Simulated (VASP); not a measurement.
# LiMgBN2 (I-4m2) in VASP: further runs, part 2 of 3

VASP 6.6.1. Earlier steps stand in the parts before.

### 4 Single point, LDA

This run uses another cell than the first one, of the same volume but with other edges.

INCAR reads:

```
PREC = Accurate
ENCUT = 520
EDIFF = 1E-6
ISMEAR = 0
SIGMA = 0.05
LREAL = False
LASPH = True
NELM = 100
ALGO = Normal
ISIF = 2
LWAVE = False
LCHARG = False
GGA = CA
NBANDS = 17
```

KPOINTS reads:

```
regular mesh
0
Gamma
  12 12 12
```

POSCAR reads:

```
LiMgBN2
1.0
   -1.9634772152      1.9634772152      4.2032564325
    1.9634772152     -1.9634772152      4.2032564325
    1.9634772152      1.9634772152     -4.2032564325
Li Mg B N
1 1 1 2
Direct
    0.2500000000      0.7500000000      0.5000000000
    0.7500000000      0.2500000000      0.5000000000
    0.5000000000      0.5000000000      0.0000000000
    0.6512635000      0.6512635000      0.0000000000
    0.3487365000      0.3487365000      0.0000000000
```

Potentials or basis: VASP PAW LDA potentials, release 64 (Li_sv, Mg, B, N).

Started as:

```console
$ cat potpaw_LDA.64/Li_sv/POTCAR potpaw_LDA.64/Mg/POTCAR potpaw_LDA.64/B/POTCAR potpaw_LDA.64/N/POTCAR > POTCAR
$ mpirun -np 1 vasp_std > vasp.out
```

OUTCAR:

```text
PREC = Accurate
   ENCUT = 520
   EDIFF = 1E-6
   ISMEAR = 0
   LREAL = False
   LASPH = True
   NELM = 100
   ISIF = 2
   GGA = CA

 ion  position               nearest neighbor table
   1  0.250  0.750  0.500-   5 2.13   4 2.13   5 2.13   4 2.13   2 2.78   2 2.78   2 2.78   2 2.78

   2  0.750  0.250  0.500-   5 2.13   4 2.13   5 2.13   4 2.13   1 2.78   1 2.78   1 2.78   1 2.78
                             3 2.88   3 2.88   3 2.88   3 2.88
   3  0.500  0.500  0.000-   4 1.27   5 1.27   2 2.88   2 2.88   2 2.88   2 2.88
   4  0.651  0.651  0.000-   3 1.27   2 2.13   1 2.13   1 2.13   2 2.13
   5  0.349  0.349  0.000-   3 1.27   2 2.13   1 2.13   1 2.13   2 2.13

  LATTYP: Found a body centered tetragonal cell.
 ALAT       =     3.9269544304
 C/A-ratio  =     2.1407207580

  Lattice vectors:

 A1 = (  -1.9634772152,   1.9634772152,   4.2032564325)
 A2 = (   1.9634772152,  -1.9634772152,   4.2032564325)
 A3 = (   1.9634772152,   1.9634772152,  -4.2032564325)

Analysis of symmetry for initial positions (statically):
=====================================================================
 Subroutine PRICEL returns:
 Original cell was already a primitive cell.

 Routine SETGRP: Setting up the symmetry group for a
 body centered tetragonal supercell.

 Subroutine GETGRP returns: Found  8 space group operations
 (whereof  8 operations were pure point group operations)
 out of a pool of 16 trial point group operations.

The static configuration has the point symmetry D_2d.

Analysis of symmetry for dynamics (positions and initial velocities):
=====================================================================
 Subroutine PRICEL returns:
 Original cell was already a primitive cell.

 Routine SETGRP: Setting up the symmetry group for a
 body centered tetragonal supercell.

 Subroutine GETGRP returns: Found  8 space group operations
 (whereof  8 operations were pure point group operations)
 out of a pool of 16 trial point group operations.
[... 130 lines left out ...]
  Thomas-Fermi vector in A             =   2.203707
   LORBIT       =      0    0 simple, 1 ext, 2 COOP (PROOUT), +10 PAW based schemes
   GGA     = CA    functional components
   LHFCALC =     F    Hartree Fock is set to
   AEXX    =    0.0000 exact exchange contribution
   IVDW    =     0    specifies the selected vdW correction
   LEPSILON=     F    determine dielectric tensor
   LRPA    =     F    only Hartree local field effects (RPA)
 non-spin polarized calculation
 Gauss-broadening in eV      SIGMA  =   0.05
  energy-cutoff  :      520.00
  volume of cell :       64.82
 maximum number of plane-waves:      1768
 NGX is ok and might be reduce to    40

 number of electron      17.9999998 magnetization

 Free energy of the ion-electron system (eV)
  ---------------------------------------------------
  ext. energy  EPLUGINS =         0.00000000
  ---------------------------------------------------
  free energy    TOTEN  =       -34.16487161 eV

  energy without entropy =      -34.16487161  energy(sigma->0) =      -34.16487161

 E-fermi :   0.9920     XC(G=0):  -8.9402

 val. band max:        0.7565642125   @ k =   0.5000   0.5000   0.5000
 cond. band min:       3.0396695432   @ k =   0.0000   0.0000   0.0000
 fundamental gap:      2.2831053307
 Fermi energy:         0.9919553801

 k-point     1 :       0.0000    0.0000    0.0000
  band No.  band energies     occupation
      1     -41.8679      2.00000
      2     -13.6257      2.00000
      3     -12.6297      2.00000
      4      -3.6629      2.00000
      5      -1.7888      2.00000
      6      -1.7888      2.00000
[... 457 lines left out ...]
      4      -3.7813      2.00000
      5      -2.9218      2.00000
      6      -2.2964      2.00000
[... 9 lines left out ...]
     16      10.7107      0.00000
     17      12.5094      0.00000

 [... further k-points ...]

------------------------ aborting loop because EDIFF is reached ----------------------------------------

  FORCE on cell =-STRESS in cart. coord.  units (eV):
  Direction    XX          YY          ZZ          XY          YZ          ZX
  --------------------------------------------------------------------------------------
  -------------------------------------------------------------------------------------
  Total       -3.4864500     -3.4864500     10.1867046      0.0000000      0.0000000      0.0000000
  in kB      -86.1780005    -86.1780005    251.7947592      0.0000000      0.0000000      0.0000000
  external PRESSURE =      26.4795861 kB  Pullay stress =       0.0000000 kB

 VOLUME and BASIS-vectors are now :
 -----------------------------------------------------------------------------
  energy-cutoff  :      520.00
  volume of cell :       64.82
      direct lattice vectors                 reciprocal lattice vectors
    -1.963477215  1.963477215  4.203256432     0.000000000  0.254650268  0.118955388
     1.963477215 -1.963477215  4.203256432     0.254650268  0.000000000  0.118955388
     1.963477215  1.963477215 -4.203256432     0.254650268  0.254650268  0.000000000

 POSITION                                       TOTAL-FORCE (eV/Angst)
 -----------------------------------------------------------------------------------
      1.96348      0.00000      2.10163         0.000000     -0.000000     -0.000000
      0.00000      1.96348      2.10163         0.000000     -0.000000     -0.000000
      0.00000      0.00000      4.20326         0.000000     -0.000000     -0.000000
      0.00000      0.00000      5.47485        -0.000000      0.000000      4.592549
      0.00000      0.00000      2.93166        -0.000000      0.000000     -4.592549
 -----------------------------------------------------------------------------------
    total drift:                               -0.000000      0.000000     -0.000000

  FREE ENERGIE OF THE ION-ELECTRON SYSTEM (eV)
  ---------------------------------------------------
  free  energy   TOTEN  =       -34.1648716092 eV

  energy  without entropy=      -34.1648716092  energy(sigma->0) =      -34.16487161
```

stdout:

```text
POSCAR found type information on POSCAR LiMgB N
 POSCAR found :  4 types and       5 ions
 scaLAPACK will be used
 LDA part: xc-table for (Slater(with rela. corr.)+CA(PZ))
 , standard interpolation
 POSCAR, INCAR and KPOINTS ok, starting setup
 FFT: planning ... GRIDC
 FFT: planning ... GRID_SOFT
 FFT: planning ... GRID
 WAVECAR not read
 entering main loop
```

It took 5.8 min on 1 thread of Oxide Virtual Turin-like, shared host; peak memory 0.31 GiB.

What came out:

| Item | Value |
| --- | --- |
| Free energy | -34.1649 eV |
| Largest force | 4.593 eV/Å |
| Band gap on the k mesh | 2.28 eV (least direct gap 3.05 eV) |

Forces in eV/Å, atoms in the order of the input:
```
Li   0.000  0.000  0.000
Mg   0.000  0.000  0.000
B    0.000  0.000  0.000
N    0.000  0.000  4.593
N    0.000  0.000 -4.593
```

Caveat: the cutoff is under 1.25 times the usual one of these potentials, so pressure, stress and relaxed cells hold a basis-set (Pulay) error; forces of over 1 eV/Å act on the atoms, so gaps and moduli don't describe the material at rest.

### 5 Single point, LDA

This run uses another cell than the first one, of the same volume but with other edges.

INCAR reads:

```
PREC     = Accurate       # precision mode
ENCUT    = 520            # plane-wave cutoff, eV
EDIFF    = 1E-6           # SCF threshold, eV
ISMEAR   = 0              # smearing method
SIGMA    = 0.05           # smearing width, eV
LREAL    = F              # projectors in reciprocal space
LASPH    = T              # aspherical terms in the spheres
NELM     = 60             # most SCF steps
ALGO     = Normal         # electronic algorithm
ISIF     = 2              # what is computed and relaxed
LWAVE    = F              # write WAVECAR
LCHARG   = T              # write CHGCAR
LELF     = T              # ELF
LVHAR    = T            
NBANDS   = 17             # bands
```

KPOINTS is that of step 4.

Changes to POSCAR since step 4:

```diff
@@ -2,5 +2,5 @@
 1.0
-   -1.9634772152      1.9634772152      4.2032564325
-    1.9634772152     -1.9634772152      4.2032564325
-    1.9634772152      1.9634772152     -4.2032564325
+   -1.8499397319      1.8499397319      4.7350269823
+    1.8499397319     -1.8499397319      4.7350269823
+    1.8499397319      1.8499397319     -4.7350269823
 Li Mg B N
```

Potentials or basis: VASP PAW LDA potentials, release 64 (Li_sv, Mg, B, N).

Started as:

```console
$ cat potpaw_LDA.64/Li_sv/POTCAR potpaw_LDA.64/Mg/POTCAR potpaw_LDA.64/B/POTCAR potpaw_LDA.64/N/POTCAR > POTCAR
$ mpirun -np 1 vasp_std > vasp.out
```

OUTCAR:

```text
PREC = Accurate
   ENCUT = 520
   EDIFF = 1E-6
   ISMEAR = 0
   LREAL = F
   LASPH = T
   NELM = 60
   ISIF = 2

 ion  position               nearest neighbor table
   1  0.250  0.750  0.500-   4 2.07   5 2.07   5 2.07   4 2.07   2 2.62   2 2.62   2 2.62   2 2.62

   2  0.750  0.250  0.500-   4 2.07   5 2.07   5 2.07   4 2.07   1 2.62   1 2.62   1 2.62   1 2.62

   3  0.500  0.500  0.000-   4 1.43   5 1.43
   4  0.651  0.651  0.000-   3 1.43   1 2.07   2 2.07   2 2.07   1 2.07
   5  0.349  0.349  0.000-   3 1.43   2 2.07   1 2.07   1 2.07   2 2.07

  LATTYP: Found a body centered tetragonal cell.
 ALAT       =     3.6998794638
 C/A-ratio  =     2.5595574281

  Lattice vectors:

 A1 = (  -1.8499397319,   1.8499397319,   4.7350269823)
 A2 = (   1.8499397319,  -1.8499397319,   4.7350269823)
 A3 = (   1.8499397319,   1.8499397319,  -4.7350269823)

Analysis of symmetry for initial positions (statically):
=====================================================================
 Subroutine PRICEL returns:
 Original cell was already a primitive cell.

 Routine SETGRP: Setting up the symmetry group for a
 body centered tetragonal supercell.

 Subroutine GETGRP returns: Found  8 space group operations
 (whereof  8 operations were pure point group operations)
 out of a pool of 16 trial point group operations.

The static configuration has the point symmetry D_2d.

Analysis of symmetry for dynamics (positions and initial velocities):
=====================================================================
 Subroutine PRICEL returns:
 Original cell was already a primitive cell.

 Routine SETGRP: Setting up the symmetry group for a
 body centered tetragonal supercell.

 Subroutine GETGRP returns: Found  8 space group operations
 (whereof  8 operations were pure point group operations)
 out of a pool of 16 trial point group operations.

The dynamic configuration has the point symmetry D_2d.

 Subroutine INISYM returns: Found  8 space group operations
 (whereof  8 operations are pure point group operations),
 and found     1 'primitive' translations

----------------------------------------------------------------------------------------

                                     Primitive cell

  volume of cell :      64.8183

  direct lattice vectors                    reciprocal lattice vectors
    -1.849939732  1.849939732  4.735026982     0.000000000  0.270279075  0.105596019
     1.849939732 -1.849939732  4.735026982     0.270279075  0.000000000  0.105596019
     1.849939732  1.849939732 -4.735026982     0.270279075  0.270279075  0.000000000

  length of vectors
     5.409716679  5.409716679  5.409716679     0.290174599  0.290174599  0.382232334

  position of ions in fractional coordinates (direct lattice)
     0.250000000  0.750000000  0.500000000
     0.750000000  0.250000000  0.500000000
     0.500000000  0.500000000  0.000000000
     0.651263500  0.651263500  0.000000000
     0.348736500  0.348736500  0.000000000

[... 29 lines left out ...]
 Subroutine IBZKPT returns following result:
 ===========================================

 Found    163 irreducible k-points:

 Following reciprocal coordinates:
            Coordinates               Weight
  0.000000  0.000000  0.000000      1.000000
  0.083333  0.000000  0.000000      8.000000
  0.166667 -0.000000  0.000000      8.000000
  0.250000  0.000000  0.000000      8.000000
  0.333333 -0.000000  0.000000      8.000000
  0.416667  0.000000  0.000000      8.000000
[... 16 lines left out ...]
  0.500000  0.166667  0.000000     16.000000
 -0.416667  0.166667  0.000000     16.000000
 [... further k-points ...]
   k-points           NKPTS =    163   k-points in BZ     NKDIM =    163   number of bands    NBANDS=     17
   number of dos      NEDOS =    301   number of ions     NIONS =      5
   total plane-waves  NPLWV =  64000
   dimension x,y,z NGX =    40 NGY =   40 NGZ =   40
   dimension x,y,z NGXF=    80 NGYF=   80 NGZF=   80
   ions per type =               1   1   1   2
   NGX,Y,Z   is equivalent  to a cutoff of  12.29, 12.29, 12.29 a.u.
   NGXF,Y,Z  is equivalent  to a cutoff of  24.58, 24.58, 24.58 a.u.
 SYSTEM =  unknown system
   PREC   = accura    normal or accurate (medium, high low for compatibility)
   ISTART =      0    job   : 0-new  1-cont  2-samecut
   ICHARG =      2    charge: 1-file 2-atom 10-const
   ISPIN  =      1    spin polarized calculation?
   LNONCOLLINEAR =      F non collinear calculations
   LSORBIT =      F    spin-orbit coupling
   LASPH  =      T    aspherical Exc in radial PAW
   ENCUT  =  520.0 eV  38.22 Ry    6.18 a.u.  10.06 10.06 10.06*2*pi/ulx,y,z
   NELM   =     60;   NELMIN=  2; NELMDL= -5     # of ELM steps
   EDIFF  = 0.1E-05   stopping-criterion for ELM
   LREAL  =      F    real-space projection
   EDIFFG = 0.1E-04   stopping-criterion for IOM
   NSW    =      0    number of steps for IOM
   IBRION =     -1    ionic relax: 0-MD 1-quasi-New 2-CG
   NFREE  =      0    steps in history (QN), initial steepest desc. (CG)
   ISIF   =      2    stress and relaxation
   ISYM   =      2    0-nonsym 1-usesym 2-fastsym
   POTIM  = 0.5000    time-step for ionic-motion
   TEBEG  =    0.0;   TEEND  =   0.0 temperature during run
   PSTRESS=    0.0 pullay stress
   NELECT =      18.0000    total number of electrons
   NUPDOWN=      -1.0000    fix difference up-down
   EMIN   =  10.00;   EMAX   =-10.00  energy-range for DOS
   EFERMI =   0.00;   METHOD = LEGACY
   ISMEAR =     0;   SIGMA  =   0.05  broadening in eV -4-tet -1-fermi 0-gaus
   EFERMI_NEDOS =   21; number of points for ismear=-14 and -15
   IALGO  =     38    algorithm
   IMIX   =      4    mixing-type and parameters
     AMIX     =   0.40;   BMIX     =  1.00
     AMIX_MAG =   1.60;   BMIX_MAG =  1.00
  volume/ion in A,a.u.               =      12.96        87.48
  Fermi-wavevector in a.u.,A,eV,Ry     =   1.068070  2.018360 15.521172  1.140774
  Thomas-Fermi vector in A             =   2.203707
   LORBIT       =      0    0 simple, 1 ext, 2 COOP (PROOUT), +10 PAW based schemes
   GGA     = CA    functional components
   LHFCALC =     F    Hartree Fock is set to
   AEXX    =    0.0000 exact exchange contribution
   IVDW    =     0    specifies the selected vdW correction
   LEPSILON=     F    determine dielectric tensor
   LRPA    =     F    only Hartree local field effects (RPA)
 non-spin polarized calculation
 Gauss-broadening in eV      SIGMA  =   0.05
  energy-cutoff  :      520.00
  volume of cell :       64.82
 maximum number of plane-waves:      1770
   NGX = 21   NGY = 21   NGZ = 21

 number of electron      17.9999999 magnetization

 Free energy of the ion-electron system (eV)
  ---------------------------------------------------
  ext. energy  EPLUGINS =         0.00000000
  ---------------------------------------------------
  free energy    TOTEN  =       -34.09471608 eV

  energy without entropy =      -34.09471608  energy(sigma->0) =      -34.09471608

 E-fermi :   0.9260     XC(G=0):  -9.0595

 val. band max:        0.6585654880   @ k =   0.5000   0.5000   0.5000
 cond. band min:       3.1369351421   @ k =   0.0000   0.0000   0.0000
 fundamental gap:      2.4783696541
 Fermi energy:         0.9259647274

 k-point     1 :       0.0000    0.0000    0.0000
  band No.  band energies     occupation
      1     -41.7852      2.00000
      2     -13.1888      2.00000
      3     -12.1682      2.00000
      4      -4.3797      2.00000
      5      -1.9008      2.00000
      6      -1.0602      2.00000
[... 457 lines left out ...]
      4      -4.0410      2.00000
      5      -3.0868      2.00000
      6      -2.1645      2.00000
[... 9 lines left out ...]
     16      11.2306      0.00000
     17      12.0230      0.00000

 [... further k-points ...]

------------------------ aborting loop because EDIFF is reached ----------------------------------------

  FORCE on cell =-STRESS in cart. coord.  units (eV):
  Direction    XX          YY          ZZ          XY          YZ          ZX
  --------------------------------------------------------------------------------------
  -------------------------------------------------------------------------------------
  Total       -0.4929003     -0.4929003    -13.4640476      0.0000000      0.0000000      0.0000000
  in kB      -12.1835006    -12.1835006   -332.8040573      0.0000000      0.0000000      0.0000000
  external PRESSURE =    -119.0570195 kB  Pullay stress =       0.0000000 kB

 VOLUME and BASIS-vectors are now :
 -----------------------------------------------------------------------------
  energy-cutoff  :      520.00
  volume of cell :       64.82
      direct lattice vectors                 reciprocal lattice vectors
    -1.849939732  1.849939732  4.735026982     0.000000000  0.270279075  0.105596019
     1.849939732 -1.849939732  4.735026982     0.270279075  0.000000000  0.105596019
     1.849939732  1.849939732 -4.735026982     0.270279075  0.270279075  0.000000000

 POSITION                                       TOTAL-FORCE (eV/Angst)
 -----------------------------------------------------------------------------------
      1.84994      0.00000      2.36751         0.000000      0.000000      0.000000
      0.00000      1.84994      2.36751         0.000000      0.000000      0.000000
      0.00000      0.00000      4.73503         0.000000      0.000000      0.000000
      0.00000      0.00000      6.16750         0.000000      0.000000     -3.684151
      0.00000      0.00000      3.30255        -0.000000     -0.000000      3.684151
 -----------------------------------------------------------------------------------
    total drift:                               -0.000000      0.000000     -0.000000

  FREE ENERGIE OF THE ION-ELECTRON SYSTEM (eV)
  ---------------------------------------------------
  free  energy   TOTEN  =       -34.0947160845 eV

  energy  without entropy=      -34.0947160845  energy(sigma->0) =      -34.09471608
```

Wall time 5.1 min (1 thread of Oxide Virtual Turin-like, shared host); peak memory 0.31 GiB.

Results:

- Free energy: -34.0947 eV
- Largest force: 3.684 eV/Å
- Band gap on the k mesh: 2.48 eV (least direct gap 3.48 eV)

Forces in eV/Å, atoms in the order of the input:
```
Li   0.000  0.000  0.000
Mg   0.000  0.000  0.000
B    0.000  0.000  0.000
N    0.000  0.000 -3.684
N    0.000  0.000  3.684
```

Caveat: the cutoff is under 1.25 times the usual one of these potentials, so pressure, stress and relaxed cells hold a basis-set (Pulay) error; forces of over 1 eV/Å act on the atoms, so gaps and moduli don't describe the material at rest.

(Continued in part 3 of 3.)
